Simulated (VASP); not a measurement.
# ScB2Sb3: single point with PBE

Crystal: ScB2Sb3.

```
Sc B Sb
1.0
     3.13390    1.80936    4.65035
    -3.13390    1.80936    4.65035
     0.00000   -3.61872    4.65035
Sc B Sb
1 2 3
Direct
  0.00000 0.00000 0.00000
  0.29241 0.29241 0.29241
  0.70759 0.70759 0.70759
  0.00000 0.50000 0.00000
  0.00000 0.00000 0.50000
  0.50000 0.00000 0.00000
```

The cell was generated, and may not be a known phase.

* Program: VASP 6.6.1
* Task: single point
* Functional: PBE
* Potentials or basis: VASP PAW PBE potentials, release 64 (Sc_sv, B, Sb)
* Cutoff: 520 eV
* k mesh: 6 × 6 × 6
* Occupations: gaussian, width 0.1 eV
* Spin: no spin polarisation
* Dipole correction: no
* Further INCAR settings: ALGO = Fast; EDIFF = 1e-07; NBANDS = 25

```
Pressure               : 0.3 GPa
Largest force          : 0.051 eV/Å
Band gap on the k mesh : zero (bands 16 and 17 overlap by 1.96 eV)
```

Forces in eV/Å, atoms in the order of the input:
```
Sc   0.000  0.000  0.000
B    0.000  0.000  0.051
B    0.000  0.000 -0.051
Sb   0.000  0.000  0.000
Sb   0.000  0.000  0.000
Sb   0.000  0.000  0.000
```

Stress tensor (GPa, compression positive):
```
0.20 0.00 0.00
0.00 0.20 0.00
0.00 0.00 0.38
```

Levels at points of the mesh, in eV from the Fermi level:
```csv
k point,band 13,band 14,band 15,band 16,band 17,band 18,band 19,band 20
"(0.00, 0.00, 0.00)",-2.33,-2.33,-0.67,-0.66,-0.30,-0.30,1.30,1.53
"(0.50, 0.00, 0.00)",-2.39,-0.95,-0.94,-0.93,-0.25,0.65,1.12,1.26
"(0.50, 0.50, 0.00)",-1.73,-1.62,-0.83,-0.62,-0.59,0.49,0.74,1.23
"(0.50, 0.50, 0.50)",-2.45,-2.45,-0.32,1.23,1.43,1.43,1.63,1.73
```

Wall time 6.4 min on 1 thread of Oxide Virtual Turin-like Processor, with other jobs on the host, peak memory 0.36 GiB.

Caveat: spin-orbit coupling is left out, which moves the levels of the heavy elements.
